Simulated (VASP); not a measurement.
# BP (sol) (F-43m) in VASP: notebook

The runs below take BP (sol) through single point, relaxation of cell and atoms, with PBEsol.

Everything below comes from runs of VASP 6.6.1. Logs are shortened: lines on timing, memory, paths and dates and some standing lists are left out, and cuts for length are marked.

## 1. The cell of the first run

Symmetry: F-43m, No. 216, cubic system. Conventional cell: a = 4.538 Å, b = 4.538 Å, c = 4.538 Å, α = 90.00°, β = 90.00°, γ = 90.00°. B (site symmetry -43m) has 4 P at 1.97 Å within 2.6 Å. P (site symmetry -43m) has 4 B at 1.97 Å within 2.6 Å.

## 2. Single point, PBEsol

INCAR reads:

```
SYSTEM = BP
PREC = Accurate ; ENCUT = 500
EDIFF = 1E-6 ; ISMEAR = 0
SIGMA = 0.1 ; LREAL = .False.
LASPH = .True. ; NELM = 120
ALGO = Normal ; ISIF = 2
LWAVE = .False. ; LCHARG = .False.
GGA = PS ; NBANDS = 11
GGA_COMPAT = .False.
```

KPOINTS reads:

```
Automatic mesh
0
Gamma
  6 6 6
  0 0 0
```

POSCAR reads:

```
BP
1.0
    0.0000000000      2.2690000000      2.2690000000
    2.2690000000      0.0000000000      2.2690000000
    2.2690000000      2.2690000000      0.0000000000
B P
1 1
Direct
    0.0000000000      0.0000000000      0.0000000000
    0.2500000000      0.2500000000      0.2500000000
```

Potentials or basis: VASP PAW PBE potentials, release 64 (B, P).

Started as:

```
$ cat potpaw_PBE.64/B/POTCAR potpaw_PBE.64/P/POTCAR > POTCAR
$ mpirun -np 1 vasp_std > vasp.out
```

OUTCAR:

```text
SYSTEM = BP
   PREC = Accurate
   ENCUT = 500
   EDIFF = 1E-6
   ISMEAR = 0
   LREAL = .False.
   LASPH = .True.
   NELM = 120
   ISIF = 2
   GGA = PS

 ion  position               nearest neighbor table
   1  0.000  0.000  0.000-   2 1.97   2 1.97   2 1.97   2 1.97
   2  0.250  0.250  0.250-   1 1.97   1 1.97   1 1.97   1 1.97

  LATTYP: Found a face centered cubic cell.
 ALAT       =     4.5380000000

  Lattice vectors:

 A1 = (   0.0000000000,   2.2690000000,   2.2690000000)
 A2 = (   2.2690000000,   0.0000000000,   2.2690000000)
 A3 = (   2.2690000000,   2.2690000000,   0.0000000000)

Analysis of symmetry for initial positions (statically):
=====================================================================
 Subroutine PRICEL returns:
 Original cell was already a primitive cell.

 Routine SETGRP: Setting up the symmetry group for a
 face centered cubic supercell.

 Subroutine GETGRP returns: Found 24 space group operations
 (whereof 24 operations were pure point group operations)
 out of a pool of 48 trial point group operations.

The static configuration has the point symmetry T_d .

Analysis of symmetry for dynamics (positions and initial velocities):
=====================================================================
 Subroutine PRICEL returns:
 Original cell was already a primitive cell.

 Routine SETGRP: Setting up the symmetry group for a
 face centered cubic supercell.

 Subroutine GETGRP returns: Found 24 space group operations
 (whereof 24 operations were pure point group operations)
 out of a pool of 48 trial point group operations.

The dynamic configuration has the point symmetry T_d .

 Subroutine INISYM returns: Found 24 space group operations
 (whereof 24 operations are pure point group operations),
 and found     1 'primitive' translations

----------------------------------------------------------------------------------------

                                     Primitive cell

  volume of cell :      23.3633

  direct lattice vectors                    reciprocal lattice vectors
     0.000000000  2.269000000  2.269000000    -0.220361393  0.220361393  0.220361393
     2.269000000  0.000000000  2.269000000     0.220361393 -0.220361393  0.220361393
     2.269000000  2.269000000  0.000000000     0.220361393  0.220361393 -0.220361393

  length of vectors
     3.208850573  3.208850573  3.208850573     0.381677128  0.381677128  0.381677128

  position of ions in fractional coordinates (direct lattice)
     0.000000000  0.000000000  0.000000000
     0.250000000  0.250000000  0.250000000

  ion indices of the primitive-cell ions
   primitive index   ion index
                 1           1
                 2           2

----------------------------------------------------------------------------------------

 KPOINTS: Automatic mesh

Automatic generation of k-mesh.
 Grid dimensions read from file:
 generate k-points for:    6    6    6

 Generating k-lattice:

  Cartesian coordinates                     Fractional coordinates (reciprocal lattice)
    -0.036726899  0.036726899  0.036726899     0.166666667  0.000000000  0.000000000
     0.036726899 -0.036726899  0.036726899     0.000000000  0.166666667  0.000000000
     0.036726899  0.036726899 -0.036726899     0.000000000  0.000000000  0.166666667

  Length of vectors
     0.063612855  0.063612855  0.063612855

  Shift w.r.t. Gamma in fractional coordinates (k-lattice)
     0.000000000  0.000000000  0.000000000

 Subroutine IBZKPT returns following result:
 ===========================================

 Found     16 irreducible k-points:

 Following reciprocal coordinates:
            Coordinates               Weight
  0.000000  0.000000  0.000000      1.000000
  0.166667  0.000000  0.000000      8.000000
  0.333333  0.000000  0.000000      8.000000
  0.500000  0.000000  0.000000      4.000000
  0.166667  0.166667  0.000000      6.000000
  0.333333  0.166667  0.000000     24.000000
[... 8 lines left out ...]
 -0.333333  0.333333  0.166667     24.000000
 -0.333333  0.500000  0.166667     12.000000
   k-points           NKPTS =     16   k-points in BZ     NKDIM =     16   number of bands    NBANDS=     11
   number of dos      NEDOS =    301   number of ions     NIONS =      2
   total plane-waves  NPLWV =  13824
   dimension x,y,z NGX =    24 NGY =   24 NGZ =   24
   dimension x,y,z NGXF=    48 NGYF=   48 NGZF=   48
   ions per type =               1   1
   NGX,Y,Z   is equivalent  to a cutoff of  12.43, 12.43, 12.43 a.u.
   NGXF,Y,Z  is equivalent  to a cutoff of  24.87, 24.87, 24.87 a.u.
 SYSTEM =  BP
   PREC   = accura    normal or accurate (medium, high low for compatibility)
   ISTART =      0    job   : 0-new  1-cont  2-samecut
   ICHARG =      2    charge: 1-file 2-atom 10-const
   ISPIN  =      1    spin polarized calculation?
   LNONCOLLINEAR =      F non collinear calculations
   LSORBIT =      F    spin-orbit coupling
   LASPH  =      T    aspherical Exc in radial PAW
   ENCUT  =  500.0 eV  36.75 Ry    6.06 a.u.   5.85  5.85  5.85*2*pi/ulx,y,z
   NELM   =    120;   NELMIN=  2; NELMDL= -5     # of ELM steps
   EDIFF  = 0.1E-05   stopping-criterion for ELM
   LREAL  =      F    real-space projection
   EDIFFG = 0.1E-04   stopping-criterion for IOM
   NSW    =      0    number of steps for IOM
   IBRION =     -1    ionic relax: 0-MD 1-quasi-New 2-CG
   NFREE  =      0    steps in history (QN), initial steepest desc. (CG)
   ISIF   =      2    stress and relaxation
   ISYM   =      2    0-nonsym 1-usesym 2-fastsym
   POTIM  = 0.5000    time-step for ionic-motion
   TEBEG  =    0.0;   TEEND  =   0.0 temperature during run
   PSTRESS=    0.0 pullay stress
   NELECT =       8.0000    total number of electrons
   NUPDOWN=      -1.0000    fix difference up-down
   EMIN   =  10.00;   EMAX   =-10.00  energy-range for DOS
   EFERMI =   0.00;   METHOD = LEGACY
   ISMEAR =     0;   SIGMA  =   0.10  broadening in eV -4-tet -1-fermi 0-gaus
   EFERMI_NEDOS =   21; number of points for ismear=-14 and -15
   IALGO  =     38    algorithm
   IMIX   =      4    mixing-type and parameters
     AMIX     =   0.40;   BMIX     =  1.00
     AMIX_MAG =   1.60;   BMIX_MAG =  1.00
  volume/ion in A,a.u.               =      11.68        78.83
  Fermi-wavevector in a.u.,A,eV,Ry     =   1.145320  2.164342 17.847562  1.311759
  Thomas-Fermi vector in A             =   2.282009
   LORBIT       =      0    0 simple, 1 ext, 2 COOP (PROOUT), +10 PAW based schemes
   GGA     = PS    functional components
   LHFCALC =     F    Hartree Fock is set to
   AEXX    =    0.0000 exact exchange contribution
   IVDW    =     0    specifies the selected vdW correction
   LEPSILON=     F    determine dielectric tensor
   LRPA    =     F    only Hartree local field effects (RPA)
 non-spin polarized calculation
 Gauss-broadening in eV      SIGMA  =   0.10
  energy-cutoff  :      500.00
  volume of cell :       23.36
 maximum number of plane-waves:       609
   NGX = 11   NGY = 11   NGZ = 11

 number of electron       8.0000000 magnetization

 Free energy of the ion-electron system (eV)
  ---------------------------------------------------
  ext. energy  EPLUGINS =         0.00000000
  ---------------------------------------------------
  free energy    TOTEN  =       -13.65378682 eV

  energy without entropy =      -13.65378682  energy(sigma->0) =      -13.65378682

 E-fermi :   7.9274     XC(G=0): -11.0434

 val. band max:        7.4119947163   @ k =   0.0000   0.0000   0.0000
 cond. band min:       8.6337646427   @ k =   0.5000   0.5000   0.0000
 fundamental gap:      1.2217699264
 Fermi energy:         7.9274406742

 k-point     1 :       0.0000    0.0000    0.0000
  band No.  band energies     occupation
      1      -8.0886      2.00000
      2       7.4120      2.00000
      3       7.4120      2.00000
      4       7.4120      2.00000
      5      10.7657      0.00000
      6      10.7657      0.00000
      7      10.7657      0.00000
      8      14.7546      0.00000
      9      18.6510      0.00000
     10      19.5295      0.00000
     11      19.5295      0.00000

 k-point     2 :       0.1667    0.0000    0.0000
  band No.  band energies     occupation
      1      -7.5891      2.00000
      2       4.5522      2.00000
      3       6.7398      2.00000
      4       6.7398      2.00000
      5      11.3820      0.00000
      6      11.6770      0.00000
      7      11.6770      0.00000
      8      16.0245      0.00000
      9      18.2899      0.00000
     10      18.2899      0.00000
     11      19.9137      0.00000

 k-point     3 :       0.3333    0.0000    0.0000
  band No.  band energies     occupation
      1      -6.1648      2.00000
      2       0.6371      2.00000
      3       5.9337      2.00000
      4       5.9337      2.00000
      5      11.2579      0.00000
      6      12.2142      0.00000
      7      12.2142      0.00000
      8      17.3690      0.00000
      9      19.2436      0.00000
     10      19.2436      0.00000
     11      20.6426      0.00000

 k-point     4 :       0.5000    0.0000    0.0000
  band No.  band energies     occupation
      1      -4.7377      2.00000
      2      -1.6872      2.00000
      3       5.6444      2.00000
      4       5.6444      2.00000
      5      11.1430      0.00000
      6      12.0582      0.00000
      7      12.0582      0.00000
      8      17.3372      0.00000
      9      22.0006      0.00000
     10      22.0006      0.00000
     11      22.0434      0.00000
[... 127 lines left out ...]
 k-point    14 :       0.5000    0.3333    0.1667
  band No.  band energies     occupation
      1      -4.9363      2.00000
      2       0.8735      2.00000
      3       2.3509      2.00000
      4       4.1103      2.00000
      5      11.3418      0.00000
      6      12.8267      0.00000
      7      13.8451      0.00000
      8      16.8947      0.00000
      9      20.0552      0.00000
     10      20.9149      0.00000
     11      25.0207      0.00000

 k-point    15 :      -0.3333    0.3333    0.1667
  band No.  band energies     occupation
      1      -3.6186      2.00000
      2      -0.7379      2.00000
      3       1.8604      2.00000
      4       3.3874      2.00000
      5      11.8271      0.00000
      6      13.0471      0.00000
      7      15.9533      0.00000
      8      16.5134      0.00000
      9      17.8477      0.00000
     10      22.1994      0.00000
     11      24.8838      0.00000

 k-point    16 :      -0.3333    0.5000    0.1667
  band No.  band energies     occupation
      1      -3.0055      2.00000
      2      -0.8182      2.00000
      3       2.0484      2.00000
      4       2.1692      2.00000
      5      11.1548      0.00000
      6      11.7502      0.00000
      7      16.4981      0.00000
      8      17.1262      0.00000
      9      20.3114      0.00000
     10      23.5682      0.00000
     11      23.8193      0.00000

------------------------ aborting loop because EDIFF is reached ----------------------------------------

  FORCE on cell =-STRESS in cart. coord.  units (eV):
  Direction    XX          YY          ZZ          XY          YZ          ZX
  --------------------------------------------------------------------------------------
  -------------------------------------------------------------------------------------
  Total       -0.2504098     -0.2504098     -0.2504098      0.0000000     -0.0000000      0.0000000
  in kB      -17.1723008    -17.1723008    -17.1723008      0.0000000     -0.0000000      0.0000000
  external PRESSURE =     -17.1723008 kB  Pullay stress =       0.0000000 kB

 VOLUME and BASIS-vectors are now :
 -----------------------------------------------------------------------------
  energy-cutoff  :      500.00
  volume of cell :       23.36
      direct lattice vectors                 reciprocal lattice vectors
     0.000000000  2.269000000  2.269000000    -0.220361393  0.220361393  0.220361393
     2.269000000  0.000000000  2.269000000     0.220361393 -0.220361393  0.220361393
     2.269000000  2.269000000  0.000000000     0.220361393  0.220361393 -0.220361393

 POSITION                                       TOTAL-FORCE (eV/Angst)
 -----------------------------------------------------------------------------------
      0.00000      0.00000      0.00000        -0.000000     -0.000000     -0.000000
      1.13450      1.13450      1.13450         0.000000      0.000000      0.000000
 -----------------------------------------------------------------------------------
    total drift:                                0.000000      0.000000      0.000000

  FREE ENERGIE OF THE ION-ELECTRON SYSTEM (eV)
  ---------------------------------------------------
  free  energy   TOTEN  =       -13.6537868194 eV

  energy  without entropy=      -13.6537868194  energy(sigma->0) =      -13.65378682
```

It took 7.2 s on 1 thread of Intel Xeon 8259CL, shared host; peak memory 0.13 GiB.

What came out:

```yaml
Free_energy: -13.6538 eV
Pressure: -1.7 GPa
Band_gap_on_the_k_mesh: 1.22 eV, indirect (least direct gap 3.35 eV)
```

Caveat: the PAW data sets were made with another functional, which shifts forces and pressure a little.

## 3. Single point, PBEsol

This run uses another cell than the first one, of 11.55 Å³/atom, 0.988 times its volume.

INCAR reads:

```
ALGO = Normal
EDIFF = 1E-6
ENCUT = 500
GGA = PS
GGA_COMPAT = F
ISIF = 2
ISMEAR = 0
LASPH = T
LCHARG = F
LREAL = F
LWAVE = F
NBANDS = 11
NELM = 120
PREC = Accurate
SIGMA = 0.02
```

KPOINTS reads:

```
k-points
0
Gamma
  8 8 8
```

POSCAR reads:

```
BP
1.0
    0.0000000000      2.2601345582      2.2601345582
    2.2601345582      0.0000000000      2.2601345582
    2.2601345582      2.2601345582      0.0000000000
B P
1 1
Direct
    0.0000000000      0.0000000000      0.0000000000
    0.2500000000      0.2500000000      0.2500000000
```

Potentials or basis: VASP PAW PBE potentials, release 64 (B, P).

Started as:

```
$ cat potpaw_PBE.64/B/POTCAR potpaw_PBE.64/P/POTCAR > POTCAR
$ mpirun -np 1 vasp_std > vasp.out
```

Wall time 9.5 s (1 thread of Intel Xeon 8259CL, shared host); peak memory 0.13 GiB.

The run converged. Its results:

```yaml
Free_energy: -13.6713 eV
Pressure: 0.1 GPa
Band_gap_on_the_k_mesh: 1.15 eV, indirect (least direct gap 3.37 eV)
```

Levels at points of the mesh, in eV from the valence-band top:
```
           k point  band 1  band 2  band 3  band 4  band 5  band 6  band 7  band 8
(0.00, 0.00, 0.00)  -15.60    0.00    0.00    0.00    3.37    3.37    3.37    7.52
(0.50, 0.00, 0.00)  -12.21   -9.18   -1.78   -1.78    3.80    4.66    4.66    9.97
(0.50, 0.50, 0.00)  -10.67   -8.66   -4.19   -4.19    1.20    1.51   12.21   12.21
```

Caveat: the PAW data sets were made with another functional, which shifts forces and pressure a little.

## 4. Single point, PBEsol

This run uses another cell than the first one, of 11.55 Å³/atom, 0.988 times its volume.

INCAR reads:

```
PREC = Accurate
ENCUT = 500
EDIFF = 1E-6
ISMEAR = 0
SIGMA = 0.01
LREAL = F
LASPH = T
NELM = 120
ALGO = Normal
ISIF = 2
LWAVE = F
LCHARG = T
GGA = PS
LELF = T
LVHAR = T
NBANDS = 11
GGA_COMPAT = F
```

KPOINTS reads:

```
regular mesh
0
Gamma
  8 8 8
```

POSCAR is that of step 3.

Started as:

```
$ cat potpaw_PBE.64/B/POTCAR potpaw_PBE.64/P/POTCAR > POTCAR
$ mpirun -np 1 vasp_std > vasp.out
```

It took 11 s on 1 thread of Intel Xeon 8259CL, shared host; peak memory 0.13 GiB.

The run converged. Its results:

* Free energy: -13.6713 eV
* Pressure: 0.1 GPa
* Band gap on the k mesh: 1.15 eV, indirect (least direct gap 3.37 eV)

Levels at points of the mesh, in eV from the valence-band top:
```
           k point  band 1  band 2  band 3  band 4  band 5  band 6  band 7  band 8  band 9
(0.00, 0.00, 0.00)  -15.60    0.00    0.00    0.00    3.37    3.37    3.37    7.52   11.32
(0.50, 0.00, 0.00)  -12.21   -9.18   -1.78   -1.78    3.80    4.66    4.66    9.97   14.67
(0.50, 0.50, 0.00)  -10.67   -8.66   -4.19   -4.19    1.20    1.51   12.21   12.21   15.27
```

Caveat: the PAW data sets were made with another functional, which shifts forces and pressure a little. A k mesh can miss the band edges.

## 5. Relaxation of cell and atoms, PBEsol

INCAR reads:

```
SYSTEM = BP
PREC     = Accurate       ! precision mode
ENCUT    = 500            ! plane-wave cutoff, eV
EDIFF    = 1E-7           ! SCF threshold, eV
ISMEAR   = 0              ! smearing method
SIGMA    = 0.02           ! smearing width, eV
LREAL    = .FALSE.        ! projectors in reciprocal space
LASPH    = .TRUE.         ! aspherical terms in the spheres
NELM     = 120            ! most SCF steps
ALGO     = Normal         ! electronic algorithm
ISIF     = 3              ! what is computed and relaxed
LWAVE    = .FALSE.        ! write WAVECAR
LCHARG   = .FALSE.        ! write CHGCAR
GGA      = PS             ! functional
IBRION   = 2              ! ionic algorithm
NSW      = 100            ! ionic steps
EDIFFG   = -0.002         ! ionic threshold
GGA_COMPAT= .FALSE.      
NELMIN   = 4
```

KPOINTS reads:

```
regular mesh
0
G
  8 8 8
  0 0 0
```

POSCAR reads:

```
BP
1.0
    0.0000000000      2.2690000000      2.2690000000
    2.2690000000      0.0000000000      2.2690000000
    2.2690000000      2.2690000000      0.0000000000
B P
1 1
Direct
    0.0000000000      0.0000000000      0.0000000000
    0.2500000000      0.2500000000      0.2500000000
```

Started as:

```
$ cat potpaw_PBE.64/B/POTCAR potpaw_PBE.64/P/POTCAR > POTCAR
$ mpirun -np 1 vasp_std > vasp.out
```

Run time: 15 s. Hardware: 1 thread of Intel Xeon 8259CL, shared host; peak memory 0.13 GiB.

It converged, with:

```
Free energy                            : -13.6714 eV
Relaxed volume                         : 11.55 Å³/atom
Relaxed cell                           : a = 3.197 Å, b = 3.197 Å, c = 3.197 Å, α = 60.00°, β = 60.00°, γ = 60.00°
Space group after relaxing (to 0.05 Å) : F-43m (No. 216)
Energy gained by relaxing              : 0.7 meV/atom
Ionic steps                            : 3
Pressure after relaxing                : 0.0 GPa
Band gap on the k mesh                 : 1.15 eV, indirect (least direct gap 3.37 eV)
```

The path:
| step | energy change (eV) | largest force (eV/Å) | pressure (GPa) | volume (Å³) |
| --- | --- | --- | --- | --- |
| 1 | 0.0000 | 0.0000 | -1.83 | 23.36 |
| 2 | -0.0006 | 0.0000 | 1.43 | 22.91 |
| 3 | -0.0015 | 0.0000 | 0.00 | 23.11 |

Final structure:
```yaml
crystal:
  lattice:
    - [0.00000, 2.26063, 2.26063]
    - [2.26063, 0.00000, 2.26063]
    - [2.26063, 2.26063, 0.00000]
  atoms:
    - { symbol: B, position: [0.00000, 0.00000, 0.00000] }
    - { symbol: P, position: [0.25000, 0.25000, 0.25000] }
```

Levels at points of the mesh, in eV from the valence-band top:
```tsv
k point	band 2	band 3	band 4	band 5	band 6	band 7
(0.00, 0.00, 0.00)	0.00	0.00	0.00	3.37	3.37	3.37
(0.50, 0.00, 0.00)	-9.18	-1.78	-1.78	3.80	4.66	4.66
(0.50, 0.50, 0.00)	-8.66	-4.19	-4.19	1.20	1.51	12.20
```

Caveat: the PAW data sets were made with another functional, which shifts forces and pressure a little. As with any semilocal functional, this PBEsol gap is likely too small.

## 6. Summary

| task | cell | k mesh | smearing | gap on the mesh (eV) | pressure (GPa) |
| --- | --- | --- | --- | --- | --- |
| single point | a = 3.209 Å, angles 60.0°, 2 atoms | 6 × 6 × 6 | gaussian 0.1 eV | 1.22 | -1.7 |
| single point | a = 3.196 Å, angles 60.0°, 2 atoms | 8 × 8 × 8 | gaussian 0.02 eV | 1.15 | 0.1 |
| single point | a = 3.196 Å, angles 60.0°, 2 atoms | 8 × 8 × 8 | gaussian 0.01 eV | 1.15 | 0.1 |
| relaxation of cell and atoms | relaxed from a = 3.209 Å, angles 60.0°, 2 atoms | 8 × 8 × 8 | gaussian 0.02 eV | 1.15 | 0.0 |

Alike in all rows: level PBEsol; potentials or basis VASP PAW PBE potentials, release 64 (B, P); no spin polarisation; cutoff (eV) 500.

Caveats: the PAW data sets were made with another functional, which shifts forces and pressure a little.

Total energies depend on the potentials used, so only differences within one code and one set of settings carry meaning.
